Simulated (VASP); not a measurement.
# Rb (I4/mmm) in VASP: notebook

Runs on Rb. Level: PBE. Tasks: single point.

Everything below comes from runs of VASP 6.6.1. Logs are shortened: lines on timing, memory, paths and dates and some standing lists are left out, and cuts for length are marked.

## (1) The cell of the first run

It takes space group I4/mmm (No. 139, tetragonal). Conventional cell: a = 5.612 Å, b = 5.612 Å, c = 5.696 Å, α = 90.00°, β = 90.00°, γ = 90.00°.

## (2) Single point, PBE (strain +0.0150 x Voigt [1, 0, 0, 0, 0, 0])

The input, INCAR:

```
SYSTEM = Rb
ALGO     = Fast           ! electronic algorithm
EDIFF    = 1E-6           ! SCF threshold, eV
ENCUT    = 520            ! plane-wave cutoff, eV
GGA      = PE             ! functional
ISIF     = 2              ! what is computed and relaxed
ISMEAR   = 0              ! smearing method
LASPH    = .True.         ! aspherical terms in the spheres
LCHARG   = .True.         ! write CHGCAR
LELF     = .True.         ! ELF
LREAL    = .False.        ! projectors in reciprocal space
LVHAR    = .True.       
LWAVE    = .False.        ! write WAVECAR
NBANDS   = 10             ! bands
NELM     = 100            ! most SCF steps
PREC     = Accurate       ! precision mode
SIGMA    = 0.15           ! smearing width, eV
```

The input, KPOINTS:

```
k-points
0
Gamma
  12 12 12
  0 0 0
```

The input, POSCAR:

```
Rb
1.0
   -2.8480900000      2.8060000000      2.8060000000
    2.8480900000     -2.8060000000      2.8060000000
    2.8480900000      2.8060000000     -2.8060000000
Rb
1
Direct
    0.0000000000      0.0000000000      0.0000000000
```

Potentials or basis: VASP PAW PBE potentials, release 64 (Rb_sv).

Started as:

```sh
cat potpaw_PBE.64/Rb_sv/POTCAR > POTCAR
mpirun -np 1 vasp_std > vasp.out
```

OUTCAR:

```text
SYSTEM = Rb
   EDIFF = 1E-6
   ENCUT = 520
   GGA = PE
   ISIF = 2
   ISMEAR = 0
   LASPH = .True.
   LREAL = .False.
   NELM = 100
   PREC = Accurate

 ion  position               nearest neighbor table
   1  0.000  0.000  0.000-

  LATTYP: Found a body centered tetragonal cell.
 ALAT       =     5.6120000000
 C/A-ratio  =     1.0150000000

  Lattice vectors:

 A1 = (  -2.8480900000,   2.8060000000,  -2.8060000000)
 A2 = (  -2.8480900000,  -2.8060000000,   2.8060000000)
 A3 = (   2.8480900000,   2.8060000000,   2.8060000000)

Analysis of symmetry for initial positions (statically):
=====================================================================
 Subroutine PRICEL returns:
 Original cell was already a primitive cell.

 Routine SETGRP: Setting up the symmetry group for a
 body centered tetragonal supercell.

 Subroutine GETGRP returns: Found 16 space group operations
 (whereof 16 operations were pure point group operations)
 out of a pool of 16 trial point group operations.

The static configuration has the point symmetry D_4h.

Analysis of symmetry for dynamics (positions and initial velocities):
=====================================================================
 Subroutine PRICEL returns:
 Original cell was already a primitive cell.

 Routine SETGRP: Setting up the symmetry group for a
 body centered tetragonal supercell.

 Subroutine GETGRP returns: Found 16 space group operations
 (whereof 16 operations were pure point group operations)
 out of a pool of 16 trial point group operations.

The dynamic configuration has the point symmetry D_4h.

 Subroutine INISYM returns: Found 16 space group operations
 (whereof 16 operations are pure point group operations),
 and found     1 'primitive' translations

----------------------------------------------------------------------------------------

                                     Primitive cell

  volume of cell :      89.6993

  direct lattice vectors                    reciprocal lattice vectors
    -2.848090000  2.806000000  2.806000000     0.000000000  0.178189594  0.178189594
     2.848090000 -2.806000000  2.806000000     0.175556250  0.000000000  0.178189594
     2.848090000  2.806000000 -2.806000000     0.175556250  0.178189594  0.000000000

  length of vectors
     4.884556136  4.884556136  4.884556136     0.251998140  0.250143016  0.250143016

  position of ions in fractional coordinates (direct lattice)
     0.000000000  0.000000000  0.000000000

  ion indices of the primitive-cell ions
   primitive index   ion index
                 1           1

----------------------------------------------------------------------------------------

 KPOINTS: k-points

Automatic generation of k-mesh.
 Grid dimensions read from file:
 generate k-points for:   12   12   12

 Generating k-lattice:

  Cartesian coordinates                     Fractional coordinates (reciprocal lattice)
     0.000000000  0.014849133  0.014849133     0.083333333  0.000000000  0.000000000
     0.014629687  0.000000000  0.014849133    -0.000000000  0.083333333  0.000000000
     0.014629687  0.014849133  0.000000000    -0.000000000  0.000000000  0.083333333

  Length of vectors
     0.020999845  0.020845251  0.020845251

  Shift w.r.t. Gamma in fractional coordinates (k-lattice)
     0.000000000  0.000000000  0.000000000

 Subroutine IBZKPT returns following result:
 ===========================================

 Found    163 irreducible k-points:

 Following reciprocal coordinates:
            Coordinates               Weight
  0.000000  0.000000  0.000000      1.000000
  0.083333  0.000000  0.000000      4.000000
  0.166667  0.000000  0.000000      4.000000
  0.250000  0.000000  0.000000      4.000000
  0.333333  0.000000  0.000000      4.000000
  0.416667  0.000000  0.000000      4.000000
[... 16 lines left out ...]
  0.166667  0.250000  0.000000     16.000000
  0.250000  0.250000  0.000000     16.000000
 [... further k-points ...]
   k-points           NKPTS =    163   k-points in BZ     NKDIM =    163   number of bands    NBANDS=     10
   number of dos      NEDOS =    301   number of ions     NIONS =      1
   total plane-waves  NPLWV =  46656
   dimension x,y,z NGX =    36 NGY =   36 NGZ =   36
   dimension x,y,z NGXF=    72 NGYF=   72 NGZF=   72
   ions per type =               1
   NGX,Y,Z   is equivalent  to a cutoff of  12.25, 12.25, 12.25 a.u.
   NGXF,Y,Z  is equivalent  to a cutoff of  24.51, 24.51, 24.51 a.u.
 SYSTEM =  Rb
   PREC   = accura    normal or accurate (medium, high low for compatibility)
   ISTART =      0    job   : 0-new  1-cont  2-samecut
   ICHARG =      2    charge: 1-file 2-atom 10-const
   ISPIN  =      1    spin polarized calculation?
   LNONCOLLINEAR =      F non collinear calculations
   LSORBIT =      F    spin-orbit coupling
   LASPH  =      T    aspherical Exc in radial PAW
   ENCUT  =  520.0 eV  38.22 Ry    6.18 a.u.   9.08  9.08  9.08*2*pi/ulx,y,z
   NELM   =    100;   NELMIN=  2; NELMDL= -5     # of ELM steps
   EDIFF  = 0.1E-05   stopping-criterion for ELM
   LREAL  =      F    real-space projection
   EDIFFG = 0.1E-04   stopping-criterion for IOM
   NSW    =      0    number of steps for IOM
   IBRION =     -1    ionic relax: 0-MD 1-quasi-New 2-CG
   NFREE  =      0    steps in history (QN), initial steepest desc. (CG)
   ISIF   =      2    stress and relaxation
   ISYM   =      2    0-nonsym 1-usesym 2-fastsym
   POTIM  = 0.5000    time-step for ionic-motion
   TEBEG  =    0.0;   TEEND  =   0.0 temperature during run
   PSTRESS=    0.0 pullay stress
   NELECT =       9.0000    total number of electrons
   NUPDOWN=      -1.0000    fix difference up-down
   EMIN   =  10.00;   EMAX   =-10.00  energy-range for DOS
   EFERMI =   0.00;   METHOD = LEGACY
   ISMEAR =     0;   SIGMA  =   0.15  broadening in eV -4-tet -1-fermi 0-gaus
   EFERMI_NEDOS =   21; number of points for ismear=-14 and -15
   IALGO  =     68    algorithm
   IMIX   =      4    mixing-type and parameters
     AMIX     =   0.40;   BMIX     =  1.00
     AMIX_MAG =   1.60;   BMIX_MAG =  1.00
  volume/ion in A,a.u.               =      89.70       605.32
  Fermi-wavevector in a.u.,A,eV,Ry     =   0.760722  1.437556  7.873664  0.578698
  Thomas-Fermi vector in A             =   1.859803
   LORBIT       =      0    0 simple, 1 ext, 2 COOP (PROOUT), +10 PAW based schemes
   GGA     = PE    functional components
   LHFCALC =     F    Hartree Fock is set to
   AEXX    =    0.0000 exact exchange contribution
   IVDW    =     0    specifies the selected vdW correction
   LEPSILON=     F    determine dielectric tensor
   LRPA    =     F    only Hartree local field effects (RPA)
 non-spin polarized calculation
 RMM-DIIS sequential band-by-band and
 Gauss-broadening in eV      SIGMA  =   0.15
  energy-cutoff  :      520.00
  volume of cell :       89.70
 maximum number of plane-waves:      2446
   NGX = 19   NGY = 19   NGZ = 19

 number of electron       9.0000000 magnetization

 Free energy of the ion-electron system (eV)
  ---------------------------------------------------
  ext. energy  EPLUGINS =         0.00000000
  ---------------------------------------------------
  free energy    TOTEN  =        -0.94048939 eV

  energy without entropy =       -0.92925789  energy(sigma->0) =       -0.93487364

 E-fermi :   0.0399     XC(G=0):  -5.5011

 val. band max:        0.0376439805   @ k =   0.4167  -0.2500   0.1667
 cond. band min:       0.0553278644   @ k =   0.1667   0.5000   0.0000
 fundamental gap:      0.0176838840
 Fermi energy:         0.0399126905

 k-point     1 :       0.0000    0.0000    0.0000
  band No.  band energies     occupation
      1     -28.8508      2.00000
      2     -12.8916      2.00000
      3     -12.8916      2.00000
      4     -12.8916      2.00000
      5      -1.9468      2.00000
      6       3.7126      0.00000
      7       3.7126      0.00000
      8       3.7877      0.00000
      9       4.6269      0.00000
     10       4.7323      0.00000

 k-point     2 :       0.0833    0.0000    0.0000
  band No.  band energies     occupation
      1     -28.8505      2.00000
      2     -12.8985      2.00000
      3     -12.8939      2.00000
      4     -12.8917      2.00000
      5      -1.8627      2.00000
      6       3.5906      0.00000
      7       3.6561      0.00000
      8       3.7890      0.00000
      9       4.5488      0.00000
     10       4.5981      0.00000

 k-point     3 :       0.1667    0.0000    0.0000
  band No.  band energies     occupation
      1     -28.8497      2.00000
      2     -12.9172      2.00000
      3     -12.9002      2.00000
      4     -12.8918      2.00000
      5      -1.6160      2.00000
      6       3.1777      0.00000
      7       3.3160      0.00000
      8       4.0158      0.00000
      9       4.4687      0.00000
     10       4.5546      0.00000

 k-point     4 :       0.2500    0.0000    0.0000
  band No.  band energies     occupation
      1     -28.8485      2.00000
      2     -12.9424      2.00000
      3     -12.9088      2.00000
      4     -12.8920      2.00000
      5      -1.2228      2.00000
      6       2.5427      0.00000
      7       3.0226      0.00000
      8       4.3850      0.00000
      9       4.5568      0.00000
     10       4.5666      0.00000
[... 222 lines left out ...]
 k-point    22 :       0.0833    0.2500    0.0000
  band No.  band energies     occupation
      1     -28.8478      2.00000
      2     -12.9567      2.00000
      3     -12.9129      2.00000
      4     -12.8941      2.00000
      5      -0.9328      2.00000
      6       2.1863      0.00000
      7       2.8600      0.00000
      8       4.3246      0.00000
      9       4.6391      0.00000
     10       4.9254      0.00000

 k-point    23 :       0.1667    0.2500    0.0000
  band No.  band energies     occupation
      1     -28.8470      2.00000
      2     -12.9682      2.00000
      3     -12.9210      2.00000
      4     -12.8991      2.00000
      5      -0.5014      2.00000
      6       1.9004      0.00000
      7       2.4858      0.00000
      8       4.3025      0.00000
      9       4.6321      0.00000
     10       5.2178      0.00000

 k-point    24 :       0.2500    0.2500    0.0000
  band No.  band energies     occupation
      1     -28.8463      2.00000
      2     -12.9737      2.00000
      3     -12.9336      2.00000
      4     -12.9022      2.00000
      5       0.0340      1.04450
      6       1.6340      0.00000
      7       2.0599      0.00000
      8       4.2728      0.00000
      9       4.5019      0.00000
     10       5.3382      0.00000

 [... further k-points ...]

------------------------ aborting loop because EDIFF is reached ----------------------------------------

  FORCE on cell =-STRESS in cart. coord.  units (eV):
  Direction    XX          YY          ZZ          XY          YZ          ZX
  --------------------------------------------------------------------------------------
  -------------------------------------------------------------------------------------
  Total        0.0242950      0.0261594      0.0261594      0.0000000      0.0000000      0.0000000
  in kB        0.4339491      0.4672493      0.4672493      0.0000000      0.0000000      0.0000000
  external PRESSURE =       0.4561492 kB  Pullay stress =       0.0000000 kB

 VOLUME and BASIS-vectors are now :
 -----------------------------------------------------------------------------
  energy-cutoff  :      520.00
  volume of cell :       89.70
      direct lattice vectors                 reciprocal lattice vectors
    -2.848090000  2.806000000  2.806000000     0.000000000  0.178189594  0.178189594
     2.848090000 -2.806000000  2.806000000     0.175556250  0.000000000  0.178189594
     2.848090000  2.806000000 -2.806000000     0.175556250  0.178189594  0.000000000

 POSITION                                       TOTAL-FORCE (eV/Angst)
 -----------------------------------------------------------------------------------
      0.00000      0.00000      0.00000         0.000000     -0.000000     -0.000000
 -----------------------------------------------------------------------------------
    total drift:                               -0.000000      0.000000      0.000000

  FREE ENERGIE OF THE ION-ELECTRON SYSTEM (eV)
  ---------------------------------------------------
  free  energy   TOTEN  =        -0.9404893912 eV

  energy  without entropy=       -0.9292578902  energy(sigma->0) =       -0.93487364
```

It took 4.4 min on 1 thread of AMD EPYC 7R13, shared host; peak memory 0.27 GiB.

What came out:

* Free energy: -0.9405 eV
* Pressure: 0.0 GPa

Caveat: the cell differs from its parent crystal (strain +0.0150 x Voigt [1, 0, 0, 0, 0, 0]).

## (3) Single point, PBE (strain +0.0175 x Voigt [1, 0, 0, 0, 0, 0])

The input, INCAR:

```
SYSTEM = Rb
ALGO = Fast
EDIFF = 1E-6
ENCUT = 520
GGA = PE
ISIF = 2
ISMEAR = 0
LASPH = .True.
LCHARG = .False.
LREAL = .False.
LWAVE = .False.
NBANDS = 10
NELM = 60
PREC = Accurate
SIGMA = 0.15
```

KPOINTS is that of step 2.

The input, POSCAR:

```
Rb
1.0
   -2.8551050000      2.8060000000      2.8060000000
    2.8551050000     -2.8060000000      2.8060000000
    2.8551050000      2.8060000000     -2.8060000000
Rb
1
Direct
    0.0000000000      0.0000000000      0.0000000000
```

Potentials or basis: VASP PAW PBE potentials, release 64 (Rb_sv).

Started as:

```sh
cat potpaw_PBE.64/Rb_sv/POTCAR > POTCAR
mpirun -np 1 vasp_std > vasp.out
```

Run time: 4.2 min. Hardware: 1 thread of AMD EPYC 7R13, shared host; peak memory 0.27 GiB.

The run converged. Its results:

```
Free energy : -0.9406 eV
Pressure    : 0.0 GPa
```

Levels at points of the mesh, in eV from the Fermi level:
```csv
k point,band 2,band 3,band 4,band 5,band 6,band 7,band 8,band 9
"(0.00, 0.00, 0.00)",-12.93,-12.93,-12.93,-1.98,3.67,3.67,3.75,4.57
"(0.50, 0.00, 0.00)",-13.03,-12.97,-12.93,0.26,0.82,2.53,4.32,5.15
"(0.00, 0.50, 0.00)",-13.03,-12.97,-12.93,0.23,0.78,2.62,4.26,5.23
"(0.50, 0.50, 0.50)",-13.01,-13.00,-13.00,1.23,1.28,3.17,3.34,3.34
```

Caveat: the cell differs from its parent crystal (strain +0.0175 x Voigt [1, 0, 0, 0, 0, 0]).

## (4) Single point, PBE (strain +0.0200 x Voigt [1, 0, 0, 0, 0, 0])

The input, INCAR:

```
SYSTEM = Rb
ALGO = Fast ; EDIFF = 1E-6
ENCUT = 520 ; GGA = PE
ISIF = 2 ; ISMEAR = 0
LASPH = .True. ; LCHARG = .False.
LREAL = .False. ; LWAVE = .False.
NBANDS = 10 ; NELM = 60
PREC = Accurate ; SIGMA = 0.15
```

KPOINTS is that of step 3.

The input, POSCAR:

```
Rb
1.0
   -2.8621200000      2.8060000000      2.8060000000
    2.8621200000     -2.8060000000      2.8060000000
    2.8621200000      2.8060000000     -2.8060000000
Rb
1
Direct
    0.0000000000      0.0000000000      0.0000000000
```

Started as:

```sh
cat potpaw_PBE.64/Rb_sv/POTCAR > POTCAR
mpirun -np 1 vasp_std > vasp.out
```

It took 3.9 min on 1 thread of AMD EPYC 7R13, shared host; peak memory 0.27 GiB.

It converged, with:

| Quantity | Value |
| --- | --- |
| Free energy | -0.9406 eV |
| Pressure | 0.0 GPa |

Levels at points of the mesh, in eV from the Fermi level:
| k point | band 1 | band 2 | band 3 | band 4 | band 5 | band 6 | band 7 | band 8 | band 9 | band 10 |
| --- | --- | --- | --- | --- | --- | --- | --- | --- | --- | --- |
| (0.00, 0.00, 0.00) | -28.89 | -12.93 | -12.93 | -12.93 | -1.98 | 3.66 | 3.66 | 3.76 | 4.56 | 4.70 |
| (0.50, 0.00, 0.00) | -28.89 | -13.03 | -12.97 | -12.94 | 0.27 | 0.82 | 2.52 | 4.32 | 5.13 | 5.31 |
| (0.00, 0.50, 0.00) | -28.89 | -13.03 | -12.97 | -12.93 | 0.23 | 0.78 | 2.63 | 4.25 | 5.22 | 5.24 |
| (0.50, 0.50, 0.50) | -28.89 | -13.01 | -13.00 | -13.00 | 1.23 | 1.28 | 3.15 | 3.35 | 3.35 | 4.85 |

Caveat: the cell differs from its parent crystal (strain +0.0200 x Voigt [1, 0, 0, 0, 0, 0]).

## (5) Summary

```tsv
cell	gap on the mesh (eV)	pressure (GPa)
a = 4.885 Å, angles 108.7, 109.9, 109.9°, 1 atom	none	0.0
a = 4.889 Å, angles 108.5, 109.9, 109.9°, 1 atom	none	0.0
a = 4.893 Å, angles 108.4, 110.0, 110.0°, 1 atom	none	0.0
```

Alike in all rows: task single point; level PBE; potentials or basis VASP PAW PBE potentials, release 64 (Rb_sv); no spin polarisation; k mesh 12 × 12 × 12; cutoff (eV) 520; smearing gaussian 0.15 eV.

Absolute energies hang on the potentials; compare differences alone.
